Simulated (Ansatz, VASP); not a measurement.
## Ir in VASP and in Ansatz

```
CELL_PARAMETERS angstrom
0.00000 1.91970 1.91970
1.91970 0.00000 1.91970
1.91970 1.91970 0.00000
ATOMIC_POSITIONS crystal
Ir 0.00000 0.00000 0.00000
```

Alike in both runs: task single point; functional PBE; k mesh 18 × 18 × 18; occupations fermi-dirac, width 0.01 eV; no spin polarisation.

|  | VASP | Ansatz |
| --- | --- | --- |
| version | VASP 6.6.1 | Ansatz 0.2.0 |
| potentials or method | VASP PAW PBE potentials, release 64 (Ir), cutoff 520 eV | all-electron LAPW, scalar-relativistic |

|  | VASP | Ansatz | Ansatz less VASP |
| --- | --- | --- | --- |
| pressure (GPa) | 9.5 | 8.9 | -0.68 |

Ansatz ran all-electron here, and VASP with PAW potentials.

Neither program's run includes spin-orbit coupling.
